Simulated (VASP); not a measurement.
# AlP (vh.b) (F-43m) in VASP: single point with PBE

Aim: the single point of AlP (vh.b) with PBE.

Program: VASP 6.6.1. These are calculated values, not measurements. Logs are shortened: lines on timing, memory, paths and dates and some standing lists are left out, and cuts for length are marked.

## (1) The cell of the first run

It takes space group F-43m (No. 216, cubic). Conventional cell: a = 5.507 Å, b = 5.507 Å, c = 5.507 Å, α = 90.00°, β = 90.00°, γ = 90.00°. Al (site symmetry -43m) has 4 P at 2.38 Å within 3.1 Å. P (site symmetry -43m) has 4 Al at 2.38 Å within 3.1 Å.

## (2) Single point, PBE

File INCAR:

```
SYSTEM = AlP
ALGO = Normal ; EDIFF = 1E-6
ENCUT = 500 ; GGA = PE
GGA_COMPAT = .FALSE. ; ISIF = 2
ISMEAR = 0 ; LASPH = .TRUE.
LCHARG = .FALSE. ; LREAL = .FALSE.
LWAVE = .FALSE. ; NBANDS = 11
NELM = 120 ; PREC = Accurate
SIGMA = 0.02
```

File KPOINTS:

```
k-points
0
G
  8 8 8
  0 0 0
```

File POSCAR:

```
AlP
1.0
    0.0000000000      2.7535005407      2.7535005407
    2.7535005407      0.0000000000      2.7535005407
    2.7535005407      2.7535005407      0.0000000000
Al P
1 1
Direct
    0.0000000000      0.0000000000      0.0000000000
    0.2500000000      0.2500000000      0.2500000000
```

Potentials or basis: VASP PAW PBE potentials, release 64 (Al, P).

Launch:

```sh
$ cat potpaw_PBE.64/Al/POTCAR potpaw_PBE.64/P/POTCAR > POTCAR
$ mpirun -np 1 vasp_std > vasp.out
```

OUTCAR:

```text
SYSTEM = AlP
   EDIFF = 1E-6
   ENCUT = 500
   GGA = PE
   ISIF = 2
   ISMEAR = 0
   LASPH = .TRUE.
   LREAL = .FALSE.
   NELM = 120
   PREC = Accurate

 ion  position               nearest neighbor table
   1  0.000  0.000  0.000-   2 2.38   2 2.38   2 2.38   2 2.38
   2  0.250  0.250  0.250-   1 2.38   1 2.38   1 2.38   1 2.38

  LATTYP: Found a face centered cubic cell.
 ALAT       =     5.5070010814

  Lattice vectors:

 A1 = (   0.0000000000,   2.7535005407,   2.7535005407)
 A2 = (   2.7535005407,   0.0000000000,   2.7535005407)
 A3 = (   2.7535005407,   2.7535005407,   0.0000000000)

Analysis of symmetry for initial positions (statically):
=====================================================================
 Subroutine PRICEL returns:
 Original cell was already a primitive cell.

 Routine SETGRP: Setting up the symmetry group for a
 face centered cubic supercell.

 Subroutine GETGRP returns: Found 24 space group operations
 (whereof 24 operations were pure point group operations)
 out of a pool of 48 trial point group operations.

The static configuration has the point symmetry T_d .

Analysis of symmetry for dynamics (positions and initial velocities):
=====================================================================
 Subroutine PRICEL returns:
 Original cell was already a primitive cell.

 Routine SETGRP: Setting up the symmetry group for a
 face centered cubic supercell.

 Subroutine GETGRP returns: Found 24 space group operations
 (whereof 24 operations were pure point group operations)
 out of a pool of 48 trial point group operations.

The dynamic configuration has the point symmetry T_d .

 Subroutine INISYM returns: Found 24 space group operations
 (whereof 24 operations are pure point group operations),
 and found     1 'primitive' translations

----------------------------------------------------------------------------------------

                                     Primitive cell

  volume of cell :      41.7528

  direct lattice vectors                    reciprocal lattice vectors
     0.000000000  2.753500541  2.753500541    -0.181587035  0.181587035  0.181587035
     2.753500541  0.000000000  2.753500541     0.181587035 -0.181587035  0.181587035
     2.753500541  2.753500541  0.000000000     0.181587035  0.181587035 -0.181587035

  length of vectors
     3.894037809  3.894037809  3.894037809     0.314517971  0.314517971  0.314517971

  position of ions in fractional coordinates (direct lattice)
     0.000000000  0.000000000  0.000000000
     0.250000000  0.250000000  0.250000000

  ion indices of the primitive-cell ions
   primitive index   ion index
                 1           1
                 2           2

----------------------------------------------------------------------------------------

 KPOINTS: k-points

Automatic generation of k-mesh.
 Grid dimensions read from file:
 generate k-points for:    8    8    8

 Generating k-lattice:

  Cartesian coordinates                     Fractional coordinates (reciprocal lattice)
    -0.022698379  0.022698379  0.022698379     0.125000000  0.000000000  0.000000000
     0.022698379 -0.022698379  0.022698379     0.000000000  0.125000000  0.000000000
     0.022698379  0.022698379 -0.022698379     0.000000000  0.000000000  0.125000000

  Length of vectors
     0.039314746  0.039314746  0.039314746

  Shift w.r.t. Gamma in fractional coordinates (k-lattice)
     0.000000000  0.000000000  0.000000000

 Subroutine IBZKPT returns following result:
 ===========================================

 Found     29 irreducible k-points:

 Following reciprocal coordinates:
            Coordinates               Weight
  0.000000  0.000000  0.000000      1.000000
  0.125000  0.000000  0.000000      8.000000
  0.250000  0.000000  0.000000      8.000000
  0.375000  0.000000  0.000000      8.000000
  0.500000  0.000000  0.000000      4.000000
  0.125000  0.125000  0.000000      6.000000
[... 16 lines left out ...]
  0.500000  0.250000  0.125000     48.000000
 -0.375000  0.250000  0.125000     24.000000
 [... further k-points ...]
   k-points           NKPTS =     29   k-points in BZ     NKDIM =     29   number of bands    NBANDS=     11
   number of dos      NEDOS =    301   number of ions     NIONS =      2
   total plane-waves  NPLWV =  21952
   dimension x,y,z NGX =    28 NGY =   28 NGZ =   28
   dimension x,y,z NGXF=    56 NGYF=   56 NGZF=   56
   ions per type =               1   1
   NGX,Y,Z   is equivalent  to a cutoff of  11.95, 11.95, 11.95 a.u.
   NGXF,Y,Z  is equivalent  to a cutoff of  23.91, 23.91, 23.91 a.u.
 SYSTEM =  AlP
   PREC   = accura    normal or accurate (medium, high low for compatibility)
   ISTART =      0    job   : 0-new  1-cont  2-samecut
   ICHARG =      2    charge: 1-file 2-atom 10-const
   ISPIN  =      1    spin polarized calculation?
   LNONCOLLINEAR =      F non collinear calculations
   LSORBIT =      F    spin-orbit coupling
   LASPH  =      T    aspherical Exc in radial PAW
   ENCUT  =  500.0 eV  36.75 Ry    6.06 a.u.   7.10  7.10  7.10*2*pi/ulx,y,z
   NELM   =    120;   NELMIN=  2; NELMDL= -5     # of ELM steps
   EDIFF  = 0.1E-05   stopping-criterion for ELM
   LREAL  =      F    real-space projection
   EDIFFG = 0.1E-04   stopping-criterion for IOM
   NSW    =      0    number of steps for IOM
   IBRION =     -1    ionic relax: 0-MD 1-quasi-New 2-CG
   NFREE  =      0    steps in history (QN), initial steepest desc. (CG)
   ISIF   =      2    stress and relaxation
   ISYM   =      2    0-nonsym 1-usesym 2-fastsym
   POTIM  = 0.5000    time-step for ionic-motion
   TEBEG  =    0.0;   TEEND  =   0.0 temperature during run
   PSTRESS=    0.0 pullay stress
   NELECT =       8.0000    total number of electrons
   NUPDOWN=      -1.0000    fix difference up-down
   EMIN   =  10.00;   EMAX   =-10.00  energy-range for DOS
   EFERMI =   0.00;   METHOD = LEGACY
   ISMEAR =     0;   SIGMA  =   0.02  broadening in eV -4-tet -1-fermi 0-gaus
   EFERMI_NEDOS =   21; number of points for ismear=-14 and -15
   IALGO  =     38    algorithm
   IMIX   =      4    mixing-type and parameters
     AMIX     =   0.40;   BMIX     =  1.00
     AMIX_MAG =   1.60;   BMIX_MAG =  1.00
  volume/ion in A,a.u.               =      20.88       140.88
  Fermi-wavevector in a.u.,A,eV,Ry     =   0.943792  1.783508 12.119301  0.890743
  Thomas-Fermi vector in A             =   2.071534
   LORBIT       =      0    0 simple, 1 ext, 2 COOP (PROOUT), +10 PAW based schemes
   GGA     = PE    functional components
   LHFCALC =     F    Hartree Fock is set to
   AEXX    =    0.0000 exact exchange contribution
   IVDW    =     0    specifies the selected vdW correction
   LEPSILON=     F    determine dielectric tensor
   LRPA    =     F    only Hartree local field effects (RPA)
 non-spin polarized calculation
 Gauss-broadening in eV      SIGMA  =   0.02
  energy-cutoff  :      500.00
  volume of cell :       41.75
 maximum number of plane-waves:      1068
   NGX = 15   NGY = 15   NGZ = 15

 number of electron       8.0000001 magnetization

 Free energy of the ion-electron system (eV)
  ---------------------------------------------------
  ext. energy  EPLUGINS =         0.00000000
  ---------------------------------------------------
  free energy    TOTEN  =       -10.37677289 eV

  energy without entropy =      -10.37677289  energy(sigma->0) =      -10.37677289

 E-fermi :   4.4639     XC(G=0):  -9.1093

 val. band max:        4.3476571142   @ k =   0.0000   0.0000   0.0000
 cond. band min:       5.9769091692   @ k =   0.5000   0.5000   0.0000
 fundamental gap:      1.6292520550
 Fermi energy:         4.4639397790

 k-point     1 :       0.0000    0.0000    0.0000
  band No.  band energies     occupation
      1      -7.0121      2.00000
      2       4.3477      2.00000
      3       4.3477      2.00000
      4       4.3477      2.00000
      5       7.4343      0.00000
      6       8.8730      0.00000
      7       8.8730      0.00000
      8       8.8730      0.00000
      9      13.1529      0.00000
     10      13.1529      0.00000
     11      14.4606      0.00000

 k-point     2 :       0.1250    0.0000    0.0000
  band No.  band energies     occupation
      1      -6.8448      2.00000
      2       3.1325      2.00000
      3       4.2030      2.00000
      4       4.2030      2.00000
      5       7.9071      0.00000
      6       9.1497      0.00000
      7       9.1497      0.00000
      8       9.3378      0.00000
      9      12.6742      0.00000
     10      12.6742      0.00000
     11      15.1116      0.00000

 k-point     3 :       0.2500    0.0000    0.0000
  band No.  band energies     occupation
      1      -6.3750      2.00000
      2       1.2200      2.00000
      3       3.9148      2.00000
      4       3.9148      2.00000
      5       7.5710      0.00000
      6       9.4598      0.00000
      7       9.4598      0.00000
      8      11.1195      0.00000
      9      12.6444      0.00000
     10      12.6444      0.00000
     11      14.6225      0.00000

 k-point     4 :       0.3750    0.0000    0.0000
  band No.  band energies     occupation
      1      -5.7477      2.00000
      2      -0.3791      2.00000
      3       3.6835      2.00000
      4       3.6835      2.00000
      5       7.2012      0.00000
      6       9.2937      0.00000
      7       9.2937      0.00000
      8      12.4089      0.00000
      9      13.9967      0.00000
     10      13.9967      0.00000
     11      14.8187      0.00000
[... 239 lines left out ...]
 k-point    22 :       0.3750    0.2500    0.1250
  band No.  band energies     occupation
      1      -5.9780      2.00000
      2       0.8873      2.00000
      3       2.5043      2.00000
      4       3.4556      2.00000
      5       8.1785      0.00000
      6       9.0823      0.00000
      7       9.7669      0.00000
      8      11.0750      0.00000
      9      12.6041      0.00000
     10      15.0185      0.00000
     11      17.0796      0.00000

 k-point    23 :       0.5000    0.2500    0.1250
  band No.  band energies     occupation
      1      -5.4050      2.00000
      2      -0.1897      2.00000
      3       1.9477      2.00000
      4       3.0851      2.00000
      5       8.2731      0.00000
      6       9.0961      0.00000
      7      10.3181      0.00000
      8      11.3805      0.00000
      9      13.7158      0.00000
     10      15.5452      0.00000
     11      17.0411      0.00000

 k-point    24 :      -0.3750    0.2500    0.1250
  band No.  band energies     occupation
      1      -5.0944      2.00000
      2      -0.7265      2.00000
      3       1.8124      2.00000
      4       2.9043      2.00000
      5       8.2670      0.00000
      6       8.8446      0.00000
      7      11.1536      0.00000
      8      11.9686      0.00000
      9      13.2322      0.00000
     10      15.7032      0.00000
     11      16.9092      0.00000

 [... further k-points ...]

------------------------ aborting loop because EDIFF is reached ----------------------------------------

  FORCE on cell =-STRESS in cart. coord.  units (eV):
  Direction    XX          YY          ZZ          XY          YZ          ZX
  --------------------------------------------------------------------------------------
  -------------------------------------------------------------------------------------
  Total       -0.0148678     -0.0148678     -0.0148678     -0.0000000     -0.0000000     -0.0000000
  in kB       -0.5705226     -0.5705226     -0.5705226     -0.0000000     -0.0000000     -0.0000000
  external PRESSURE =      -0.5705226 kB  Pullay stress =       0.0000000 kB

 VOLUME and BASIS-vectors are now :
 -----------------------------------------------------------------------------
  energy-cutoff  :      500.00
  volume of cell :       41.75
      direct lattice vectors                 reciprocal lattice vectors
     0.000000000  2.753500541  2.753500541    -0.181587035  0.181587035  0.181587035
     2.753500541  0.000000000  2.753500541     0.181587035 -0.181587035  0.181587035
     2.753500541  2.753500541  0.000000000     0.181587035  0.181587035 -0.181587035

 POSITION                                       TOTAL-FORCE (eV/Angst)
 -----------------------------------------------------------------------------------
      0.00000      0.00000      0.00000         0.000000     -0.000000     -0.000000
      1.37675      1.37675      1.37675        -0.000000      0.000000      0.000000
 -----------------------------------------------------------------------------------
    total drift:                               -0.000000     -0.000000     -0.000000

  FREE ENERGIE OF THE ION-ELECTRON SYSTEM (eV)
  ---------------------------------------------------
  free  energy   TOTEN  =       -10.3767728860 eV

  energy  without entropy=      -10.3767728860  energy(sigma->0) =      -10.37677289
```

It took 12 s on 1 thread of Intel Xeon Platinum 8375C at 2.90GHz (Ice Lake), shared host; peak memory 0.15 GiB.

What came out:

```yaml
Free_energy: -10.3768 eV
Pressure: -0.1 GPa
Band_gap_on_the_k_mesh: 1.63 eV, indirect (least direct gap 3.09 eV)
```

Levels at points of the mesh, in eV from the valence-band top:
```tsv
k point	band 2	band 3	band 4	band 5	band 6	band 7
(0.00, 0.00, 0.00)	0.00	0.00	0.00	3.09	4.53	4.53
(0.50, 0.00, 0.00)	-5.41	-0.75	-0.75	2.72	4.81	4.81
(0.50, 0.50, 0.00)	-5.22	-2.05	-2.05	1.63	2.47	10.85
```

A k mesh can miss the band edges. Expect the measured gap to be larger: semilocal functionals such as PBE lack the derivative discontinuity.
